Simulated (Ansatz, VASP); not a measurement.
Si2W in VASP and in Ansatz

```
CELL_PARAMETERS angstrom
-1.68919 1.57099 3.94000
1.57099 -1.68919 3.94000
1.64101 1.64101 -3.98818
ATOMIC_POSITIONS crystal
Si 0.33300 0.33300 0.00000
Si 0.66700 0.66700 0.00000
W 0.00000 0.00000 0.00000
```

Change from the starting cell: equal xy, yz and zx shear strains of -3 %, crystal datasets.

Alike in both runs: task electric field gradients; functional LDA; k mesh 11 × 11 × 14; occupations fermi-dirac, width 0.05 eV; no spin polarisation.

|  | VASP | Ansatz |
| --- | --- | --- |
| version | VASP 6.6.1 | Ansatz 0.2.0 |
| potentials or method | VASP PAW LDA potentials, release 64 (Si, W_sv), cutoff 520 eV | all-electron PAW with datasets made for the crystal, scalar-relativistic |

|  | VASP | Ansatz | Ansatz less VASP |
| --- | --- | --- | --- |
| pressure (GPa) | -5.8 | -6.5 | -0.76 |
| traceless stress, the component that is largest in VASP (GPa) | 6.35 | 6.32 | -0.038 |
| rms of the force components (eV/Å) | 0.137 | 0.143 | +0.0060 |
| size of Vzz on the site where it differs most (V/Å²) | 150.6 | 173.0 | +22.37 |

LDA's correlation is that of Perdew and Zunger in VASP and of Perdew and Wang (1992) in Ansatz. Atom by atom the forces differ by 0.007 eV/Å (rms over components). Ansatz ran all-electron here, and VASP with PAW potentials.

Neither program's run includes spin-orbit coupling.
